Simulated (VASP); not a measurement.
# KBr (P6_3/mmc) in VASP: further runs

The runs below take KBr through single point, with PBE, LDA.

Everything below comes from runs of VASP 6.6.1. Logs are shortened: lines on timing, memory, paths and dates and some standing lists are left out, and cuts for length are marked.

**1. The cell of the first run**

Symmetry: P6_3/mmc, No. 194, hexagonal system. Conventional cell: a = 4.559 Å, b = 4.559 Å, c = 8.020 Å, α = 90.00°, β = 90.00°, γ = 120.00°. Within 4.4 Å of K (site symmetry -3m) lie 6 Br at 3.31 Å and 2 K at 4.01 Å. Within 4.4 Å of Br (site symmetry -6m2) lie 6 K at 3.31 Å.

**2. Single point, PBE**

INCAR

```
SYSTEM = KBr
PREC = Accurate
ENCUT = 520
EDIFF = 1E-7
ISMEAR = -1
SIGMA = 0.02
LREAL = .FALSE.
LASPH = .TRUE.
NELM = 100
ALGO = Normal
ISIF = 2
LWAVE = .FALSE.
LCHARG = .FALSE.
GGA = PE
NBANDS = 24
```

KPOINTS

```
Automatic mesh
0
G
  6 6 4
  0 0 0
```

POSCAR

```
KBr
1.0
    4.5593000710      0.0000000000      0.0000000000
   -2.2796500355      3.9484696849      0.0000000000
    0.0000000000      0.0000000000      8.0200670366
K Br
2 2
Direct
    0.0000000000      0.0000000000      0.0000000000
    0.0000000000      0.0000000000      0.5000000000
    0.3333333333      0.6666666667      0.2500000000
    0.6666666667      0.3333333333      0.7500000000
```

Potentials or basis: VASP PAW PBE potentials, release 64 (K_sv, Br).

Run with:

```
> cat potpaw_PBE.64/K_sv/POTCAR potpaw_PBE.64/Br/POTCAR > POTCAR
> mpirun -np 1 vasp_std > vasp.out
```

OUTCAR:

```text
SYSTEM = KBr
   PREC = Accurate
   ENCUT = 520
   EDIFF = 1E-7
   ISMEAR = -1
   LREAL = .FALSE.
   LASPH = .TRUE.
   NELM = 100
   ISIF = 2
   GGA = PE

 ion  position               nearest neighbor table
   1  0.000  0.000  0.000-
   2  0.000  0.000  0.500-
   3  0.333  0.667  0.250-
   4  0.667  0.333  0.750-

  LATTYP: Found a hexagonal cell.
 ALAT       =     4.5593000710
 C/A-ratio  =     1.7590566341

  Lattice vectors:

 A1 = (   4.5593000710,   0.0000000000,   0.0000000000)
 A2 = (  -2.2796500355,   3.9484696849,   0.0000000000)
 A3 = (   0.0000000000,   0.0000000000,   8.0200670366)

Analysis of symmetry for initial positions (statically):
=====================================================================
 Subroutine PRICEL returns:
 Original cell was already a primitive cell.

 Routine SETGRP: Setting up the symmetry group for a
 hexagonal supercell.

 Subroutine GETGRP returns: Found 24 space group operations
 (whereof 12 operations were pure point group operations)
 out of a pool of 24 trial point group operations.

The static configuration has the point symmetry D_3d.
 The point group associated with its full space group is D_6h.

Analysis of symmetry for dynamics (positions and initial velocities):
=====================================================================
 Subroutine PRICEL returns:
 Original cell was already a primitive cell.

 Routine SETGRP: Setting up the symmetry group for a
 hexagonal supercell.

 Subroutine GETGRP returns: Found 24 space group operations
 (whereof 12 operations were pure point group operations)
 out of a pool of 24 trial point group operations.

The dynamic configuration has the point symmetry D_3d.
 The point group associated with its full space group is D_6h.

 Subroutine INISYM returns: Found 24 space group operations
 (whereof 12 operations are pure point group operations),
 and found     1 'primitive' translations

----------------------------------------------------------------------------------------

                                     Primitive cell

  volume of cell :     144.3793

  direct lattice vectors                    reciprocal lattice vectors
     4.559300071  0.000000000  0.000000000     0.219331912  0.126631338  0.000000000
    -2.279650036  3.948469685  0.000000000     0.000000000  0.253262676  0.000000000
     0.000000000  0.000000000  8.020067037     0.000000000  0.000000000  0.124687237

  length of vectors
     4.559300071  4.559300071  8.020067037     0.253262676  0.253262676  0.124687237

  position of ions in fractional coordinates (direct lattice)
     0.000000000  0.000000000  0.000000000
     0.000000000  0.000000000  0.500000000
     0.333333333  0.666666667  0.250000000
     0.666666667  0.333333333  0.750000000

  ion indices of the primitive-cell ions
   primitive index   ion index
                 1           1
                 2           2
                 3           3
                 4           4

----------------------------------------------------------------------------------------

 KPOINTS: Automatic mesh

Automatic generation of k-mesh.
 Grid dimensions read from file:
 generate k-points for:    6    6    4

 Generating k-lattice:

  Cartesian coordinates                     Fractional coordinates (reciprocal lattice)
     0.036555319  0.021105223  0.000000000     0.166666667  0.000000000  0.000000000
     0.000000000  0.042210446  0.000000000     0.000000000  0.166666667  0.000000000
     0.000000000  0.000000000  0.031171809     0.000000000  0.000000000  0.250000000

  Length of vectors
     0.042210446  0.042210446  0.031171809

  Shift w.r.t. Gamma in fractional coordinates (k-lattice)
     0.000000000  0.000000000  0.000000000

 Subroutine IBZKPT returns following result:
 ===========================================

 Found     21 irreducible k-points:

 Following reciprocal coordinates:
            Coordinates               Weight
  0.000000  0.000000  0.000000      1.000000
  0.166667  0.000000  0.000000      6.000000
  0.333333 -0.000000  0.000000      6.000000
  0.500000 -0.000000  0.000000      3.000000
  0.166667  0.166667  0.000000      6.000000
  0.333333  0.166667  0.000000     12.000000
[... 13 lines left out ...]
  0.333333  0.166667  0.500000     12.000000
  0.333333  0.333333  0.500000      2.000000
   k-points           NKPTS =     21   k-points in BZ     NKDIM =     21   number of bands    NBANDS=     24
   number of dos      NEDOS =    301   number of ions     NIONS =      4
   total plane-waves  NPLWV =  77760
   dimension x,y,z NGX =    36 NGY =   36 NGZ =   60
   dimension x,y,z NGXF=    72 NGYF=   72 NGZF=  120
   ions per type =               2   2
   NGX,Y,Z   is equivalent  to a cutoff of  13.13, 13.13, 12.44 a.u.
   NGXF,Y,Z  is equivalent  to a cutoff of  26.25, 26.25, 24.87 a.u.
 SYSTEM =  KBr
   PREC   = accura    normal or accurate (medium, high low for compatibility)
   ISTART =      0    job   : 0-new  1-cont  2-samecut
   ICHARG =      2    charge: 1-file 2-atom 10-const
   ISPIN  =      1    spin polarized calculation?
   LNONCOLLINEAR =      F non collinear calculations
   LSORBIT =      F    spin-orbit coupling
   LASPH  =      T    aspherical Exc in radial PAW
   ENCUT  =  520.0 eV  38.22 Ry    6.18 a.u.   8.48  8.48 14.91*2*pi/ulx,y,z
   NELM   =    100;   NELMIN=  2; NELMDL= -5     # of ELM steps
   EDIFF  = 0.1E-06   stopping-criterion for ELM
   LREAL  =      F    real-space projection
   EDIFFG = 0.1E-05   stopping-criterion for IOM
   NSW    =      0    number of steps for IOM
   IBRION =     -1    ionic relax: 0-MD 1-quasi-New 2-CG
   NFREE  =      0    steps in history (QN), initial steepest desc. (CG)
   ISIF   =      2    stress and relaxation
   ISYM   =      2    0-nonsym 1-usesym 2-fastsym
   POTIM  = 0.5000    time-step for ionic-motion
   TEBEG  =    0.0;   TEEND  =   0.0 temperature during run
   PSTRESS=    0.0 pullay stress
   NELECT =      32.0000    total number of electrons
   NUPDOWN=      -1.0000    fix difference up-down
   EMIN   =  10.00;   EMAX   =-10.00  energy-range for DOS
   EFERMI =   0.00;   METHOD = LEGACY
   ISMEAR =    -1;   SIGMA  =   0.02  broadening in eV -4-tet -1-fermi 0-gaus
   EFERMI_NEDOS =   21; number of points for ismear=-14 and -15
   IALGO  =     38    algorithm
   IMIX   =      4    mixing-type and parameters
     AMIX     =   0.40;   BMIX     =  1.00
     AMIX_MAG =   1.60;   BMIX_MAG =  1.00
  volume/ion in A,a.u.               =      36.09       243.58
  Fermi-wavevector in a.u.,A,eV,Ry     =   0.990733  1.872213 13.354816  0.981551
  Thomas-Fermi vector in A             =   2.122424
   LORBIT       =      0    0 simple, 1 ext, 2 COOP (PROOUT), +10 PAW based schemes
   GGA     = PE    functional components
   LHFCALC =     F    Hartree Fock is set to
   AEXX    =    0.0000 exact exchange contribution
   IVDW    =     0    specifies the selected vdW correction
   LEPSILON=     F    determine dielectric tensor
   LRPA    =     F    only Hartree local field effects (RPA)
 non-spin polarized calculation
  energy-cutoff  :      520.00
  volume of cell :      144.38
 maximum number of plane-waves:      3930
 NGX is ok and might be reduce to    36
   NGX = 17   NGY = 17   NGZ = 29

 number of electron      32.0000000 magnetization

 Free energy of the ion-electron system (eV)
  ---------------------------------------------------
  ext. energy  EPLUGINS =         0.00000000
  ---------------------------------------------------
  free energy    TOTEN  =       -12.33332587 eV

  energy without entropy =      -12.33332587  energy(sigma->0) =      -12.33332587

 E-fermi :  -1.2571     XC(G=0):  -7.3495

 val. band max:       -1.6814865682   @ k =   0.0000   0.0000   0.0000
 cond. band min:       2.6704635034   @ k =   0.0000   0.0000   0.0000
 fundamental gap:      4.3519500716
 Fermi energy:        -1.2571299311

 k-point     1 :       0.0000    0.0000    0.0000
  band No.  band energies     occupation
      1     -29.6294      2.00000
      2     -29.6177      2.00000
      3     -14.2719      2.00000
      4     -14.0319      2.00000
      5     -13.1072      2.00000
      6     -13.1072      2.00000
[... 16 lines left out ...]
     23       6.3405      0.00000
     24       6.4992      0.00000

 k-point     2 :       0.1667    0.0000    0.0000
  band No.  band energies     occupation
      1     -29.6281      2.00000
      2     -29.6166      2.00000
      3     -14.2133      2.00000
      4     -14.0743      2.00000
      5     -13.1131      2.00000
      6     -13.1055      2.00000
[... 16 lines left out ...]
     23       6.5473      0.00000
     24       6.6000      0.00000

 k-point     3 :       0.3333   -0.0000    0.0000
  band No.  band energies     occupation
      1     -29.6256      2.00000
      2     -29.6144      2.00000
      3     -14.1805      2.00000
      4     -14.0319      2.00000
      5     -13.1490      2.00000
      6     -13.1248      2.00000
[... 16 lines left out ...]
     23       7.3046      0.00000
     24       7.5061      0.00000

 k-point     4 :       0.5000   -0.0000    0.0000
  band No.  band energies     occupation
      1     -29.6243      2.00000
      2     -29.6134      2.00000
      3     -14.2107      2.00000
      4     -13.9320      2.00000
      5     -13.2294      2.00000
      6     -13.1704      2.00000
[... 16 lines left out ...]
     23       7.7920      0.00000
     24       8.0381      0.00000

 k-point     5 :       0.1667    0.1667    0.0000
  band No.  band energies     occupation
      1     -29.6262      2.00000
      2     -29.6150      2.00000
      3     -14.1227      2.00000
      4     -14.1193      2.00000
      5     -13.1437      2.00000
      6     -13.1339      2.00000
[... 16 lines left out ...]
     23       7.0408      0.00000
     24       7.3194      0.00000

 k-point     6 :       0.3333    0.1667    0.0000
  band No.  band energies     occupation
      1     -29.6243      2.00000
      2     -29.6134      2.00000
      3     -14.1636      2.00000
      4     -14.0051      2.00000
      5     -13.2132      2.00000
      6     -13.1588      2.00000
[... 16 lines left out ...]
     23       7.3302      0.00000
     24       7.8753      0.00000
[... 298 lines left out ...]
 k-point    18 :       0.5000   -0.0000    0.5000
  band No.  band energies     occupation
      1     -29.6189      2.00000
      2     -29.6189      2.00000
      3     -14.0907      2.00000
      4     -14.0907      2.00000
      5     -13.1480      2.00000
      6     -13.1480      2.00000
[... 16 lines left out ...]
     23       7.8414      0.00000
     24       7.8414      0.00000

 k-point    19 :       0.1667    0.1667    0.5000
  band No.  band energies     occupation
      1     -29.6206      2.00000
      2     -29.6206      2.00000
      3     -14.1150      2.00000
      4     -14.1150      2.00000
      5     -13.1467      2.00000
      6     -13.1467      2.00000
[... 16 lines left out ...]
     23       7.5487      0.00000
     24       7.5487      0.00000

 k-point    20 :       0.3333    0.1667    0.5000
  band No.  band energies     occupation
      1     -29.6189      2.00000
      2     -29.6189      2.00000
      3     -14.0883      2.00000
      4     -14.0883      2.00000
      5     -13.1494      2.00000
      6     -13.1494      2.00000
[... 16 lines left out ...]
     23       7.6928      0.00000
     24       7.6928      0.00000

 k-point    21 :       0.3333    0.3333    0.5000
  band No.  band energies     occupation
      1     -29.6183      2.00000
      2     -29.6183      2.00000
      3     -14.0772      2.00000
      4     -14.0772      2.00000
      5     -13.1603      2.00000
      6     -13.1603      2.00000
[... 16 lines left out ...]
     23       7.2899      0.00000
     24       7.3121      0.00000

------------------------ aborting loop because EDIFF is reached ----------------------------------------

  FORCE on cell =-STRESS in cart. coord.  units (eV):
  Direction    XX          YY          ZZ          XY          YZ          ZX
  --------------------------------------------------------------------------------------
  -------------------------------------------------------------------------------------
  Total        0.6377477      0.6377477      0.6577604      0.0000000     -0.0000000      0.0000000
  in kB        7.0770864      7.0770864      7.2991675      0.0000000     -0.0000000      0.0000000
  external PRESSURE =       7.1511135 kB  Pullay stress =       0.0000000 kB

 VOLUME and BASIS-vectors are now :
 -----------------------------------------------------------------------------
  energy-cutoff  :      520.00
  volume of cell :      144.38
      direct lattice vectors                 reciprocal lattice vectors
     4.559300071  0.000000000  0.000000000     0.219331912  0.126631338  0.000000000
    -2.279650036  3.948469685  0.000000000     0.000000000  0.253262676  0.000000000
     0.000000000  0.000000000  8.020067037     0.000000000  0.000000000  0.124687237

 POSITION                                       TOTAL-FORCE (eV/Angst)
 -----------------------------------------------------------------------------------
      0.00000      0.00000      0.00000         0.000000      0.000000      0.000000
      0.00000      0.00000      4.01003         0.000000      0.000000      0.000000
     -0.00000      2.63231      2.00502        -0.000000      0.000000      0.000000
      2.27965      1.31616      6.01505         0.000000      0.000000     -0.000000
 -----------------------------------------------------------------------------------
    total drift:                               -0.000000      0.000000     -0.000000

  FREE ENERGIE OF THE ION-ELECTRON SYSTEM (eV)
  ---------------------------------------------------
  free  energy   TOTEN  =       -12.3333258734 eV

  energy  without entropy=      -12.3333258734  energy(sigma->0) =      -12.33332587
```

It took 44 s on 1 thread of Intel Xeon 6975P-C (Granite Rapids), shared host; peak memory 0.27 GiB.

Results:

```
Free energy            : -12.3333 eV
Pressure               : 0.7 GPa
Band gap on the k mesh : 4.35 eV, direct
```

A k mesh can miss the band edges. As with any semilocal functional, this PBE gap is likely too small.

**3. Single point, LDA**

INCAR

```
SYSTEM = KBr
ALGO = Normal
EDIFF = 1E-7
ENCUT = 520
ISIF = 2
ISMEAR = 0
LASPH = .True.
LCHARG = .False.
LREAL = .False.
LWAVE = .False.
NBANDS = 24
NELM = 100
PREC = Accurate
SIGMA = 0.01
```

KPOINTS

```
k-points
0
Gamma
  6 6 4
  0 0 0
```

POSCAR is that of step 2.

Potentials or basis: VASP PAW LDA potentials, release 64 (K_sv, Br).

Run with:

```
> cat potpaw_LDA.64/K_sv/POTCAR potpaw_LDA.64/Br/POTCAR > POTCAR
> mpirun -np 1 vasp_std > vasp.out
```

Wall time 36 s (1 thread of Intel Xeon 6975P-C (Granite Rapids), shared host); peak memory 0.24 GiB.

The run converged. Its results:

| Item | Value |
| --- | --- |
| Free energy | -13.4919 eV |
| Pressure | -1.6 GPa |
| Band gap on the k mesh | 3.96 eV, direct |

Stress tensor (GPa, compression positive):
```
-1.56  0.00  0.00
 0.00 -1.56  0.00
 0.00  0.00 -1.70
```

Levels at points of the mesh, in eV from the valence-band top:
```
           k point  band 12  band 13  band 14  band 15  band 16  band 17  band 18  band 19  band 20  band 21
(0.00, 0.00, 0.00)    -0.29    -0.29    -0.18     0.00     0.00     3.96     6.23     6.35     7.60     7.60
(0.50, 0.00, 0.00)    -0.80    -0.60    -0.57    -0.38    -0.28     5.76     6.51     6.64     7.40     8.57
(0.00, 0.00, 0.50)    -0.84    -0.15    -0.15    -0.15    -0.15     5.20     5.20     6.98     6.98     8.04
(0.50, 0.00, 0.50)    -1.11    -0.49    -0.49    -0.33    -0.33     6.38     6.38     6.48     6.48     8.74
```

**4. Single point, PBE**

This run uses another cell than the first one, of 37.83 Å³/atom, 1.048 times its volume.

INCAR

```
SYSTEM = KBr
PREC = Accurate
ENCUT = 520
EDIFF = 1E-6
ISMEAR = -1
SIGMA = 0.02
LREAL = .False.
LASPH = .True.
NELM = 80
ALGO = Normal
ISIF = 2
LWAVE = .False.
LCHARG = .False.
GGA = PE
NBANDS = 24
```

KPOINTS

```
regular mesh
0
Gamma
  6 6 4
  0 0 0
```

POSCAR

```
KBr
1.0
    4.6423870227      0.0000000000      0.0000000000
   -2.3211935114      4.0204250959      0.0000000000
    0.0000000000      0.0000000000      8.1076706831
K Br
2 2
Direct
    0.0000000000      0.0000000000      0.0000000000
    0.0000000000      0.0000000000      0.5000000000
    0.3333333333      0.6666666667      0.2500000000
    0.6666666667      0.3333333333      0.7500000000
```

Potentials or basis: VASP PAW PBE potentials, release 64 (K_sv, Br).

Run with:

```
> cat potpaw_PBE.64/K_sv/POTCAR potpaw_PBE.64/Br/POTCAR > POTCAR
> mpirun -np 1 vasp_std > vasp.out
```

Run time: 41 s. Hardware: 1 thread of Intel Xeon 6975P-C (Granite Rapids), shared host; peak memory 0.28 GiB.

It converged, with:

```yaml
Free_energy: -12.3489 eV
Pressure: 0.0 GPa
Band_gap_on_the_k_mesh: 4.24 eV, direct
```

Levels at points of the mesh, in eV from the valence-band top:
```
           k point  band 12  band 13  band 14  band 15  band 16  band 17  band 18  band 19  band 20  band 21
(0.00, 0.00, 0.00)    -0.25    -0.25    -0.15     0.00     0.00     4.24     6.47     6.67     7.81     7.81
(0.50, 0.00, 0.00)    -0.71    -0.51    -0.51    -0.32    -0.25     6.09     6.73     6.92     7.52     8.71
(0.00, 0.00, 0.50)    -0.72    -0.13    -0.13    -0.13    -0.13     5.41     5.41     7.24     7.24     8.23
(0.50, 0.00, 0.50)    -0.97    -0.42    -0.42    -0.29    -0.29     6.69     6.69     6.71     6.71     8.81
```

**5. Summary**

```csv
level,potentials or basis,cell,smearing,gap on the mesh (eV),pressure (GPa)
PBE,"VASP PAW PBE potentials, release 64 (K_sv, Br)","a = 4.559, b = 4.559, c = 8.020 Å, angles 90.0, 90.0, 120.0°, 4 atoms",fermi-dirac 0.02 eV,4.35,0.7
LDA,"VASP PAW LDA potentials, release 64 (K_sv, Br)","a = 4.559, b = 4.559, c = 8.020 Å, angles 90.0, 90.0, 120.0°, 4 atoms",gaussian 0.01 eV,3.96,-1.6
PBE,"VASP PAW PBE potentials, release 64 (K_sv, Br)","a = 4.642, b = 4.642, c = 8.108 Å, angles 90.0, 90.0, 120.0°, 4 atoms",fermi-dirac 0.02 eV,4.24,0.0
```

Alike in all rows: task single point; no spin polarisation; k mesh 6 × 6 × 4; cutoff (eV) 520.

Total energies depend on the potentials used, so only differences within one code and one set of settings carry meaning.
